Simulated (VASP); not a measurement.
A run of VASP 6.6.1 is set up as follows.

INCAR

```
  PREC = Accurate
  ENCUT = 520
  EDIFF = 1E-6
  ISMEAR = 0
  SIGMA = 0.1
  LREAL = False
  LASPH = True
  NELM = 80
  ALGO = Normal
  ISIF = 2
  LWAVE = False
  LCHARG = False
  GGA = PE
  NBANDS = 18
```

File KPOINTS:

```
Automatic mesh
0
Gamma
  18 18 18
```

File POSCAR:

```
Si2W
1.0
   -1.6144976568      1.6144976568      3.9334139095
    1.6144976568     -1.6144976568      3.9334139095
    1.6144976568      1.6144976568     -3.9334139095
Si W
2 1
Direct
    0.3345744059      0.3345744059      0.0000000000
    0.6654255941      0.6654255941      0.0000000000
    0.0000000000      0.0000000000      0.0000000000
```

Potentials or basis: VASP PAW PBE potentials, release 64 (Si, W_sv).

Launch:

```sh
$ cat potpaw_PBE.64/Si/POTCAR potpaw_PBE.64/W_sv/POTCAR > POTCAR
$ mpirun -np 1 vasp_std > vasp.out
```

**Question.** Estimate the largest force.

**Answer.** 0.004 eV/Å.

**Question.** What does it give for the pressure?

**Answer.** 0.1 GPa.

**Question.** What does it give for the band gap on the k mesh?

**Answer.** Zero (band 11 reaches 12.49 eV, above the bottom of band 12 at 11.24 eV).

Forces on the atoms (eV/Å):
```
Si   0.000  0.000 -0.004
Si   0.000  0.000  0.004
W    0.000  0.000  0.000
```

Caveat: spin-orbit coupling is left out, which moves the levels of the heavy elements.
